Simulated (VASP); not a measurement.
Input of a VASP 6.6.1 run:

Contents of INCAR:

```
ALGO = Normal ; DIPOL = 0.5 0.5 0.500
EDIFF = 1E-6 ; ENCUT = 520
GGA = PE ; IDIPOL = 3
ISIF = 2 ; ISMEAR = 0
LASPH = True ; LCHARG = True
LDIPOL = True ; LELF = True
LREAL = False ; LVACPOTAV = True
LVHAR = True ; LWAVE = False
NBANDS = 81 ; NELM = 100
PREC = Accurate ; SIGMA = 0.1
```

Contents of KPOINTS:

```
k-points
0
Gamma
  9 9 1
```

POSCAR

```
Ge
1.0
    4.0581567077      0.0000000000      0.0000000000
   -2.0290783538      3.5144668014      0.0000000000
    0.0000000000      0.0000000000     24.2255198820
Ge
10
Direct
    0.6666666667      0.3333333333      0.2063939195
    0.3333333333      0.6666666667      0.2410872305
    0.3333333333      0.6666666667      0.3445236320
    0.6666666667      0.3333333333      0.3792169430
    0.6666666667      0.3333333333      0.4826533445
    0.3333333333      0.6666666667      0.5173466555
    0.3333333333      0.6666666667      0.6207830570
    0.6666666667      0.3333333333      0.6554763680
    0.6666666667      0.3333333333      0.7589127695
    0.3333333333      0.6666666667      0.7936060805
```

Potentials or basis: VASP PAW PBE potentials, release 64 (Ge_d).

Run with:

```bash
$ cat potpaw_PBE.64/Ge_d/POTCAR > POTCAR
$ mpirun -np 1 vasp_std > vasp.out
```

(1) What does it give for the band gap on the k mesh?

(2) What does it give for the largest force?

Answers

(1) zero (bands 70 and 71 overlap by 0.52 eV).

(2) 0.213 eV/Å.
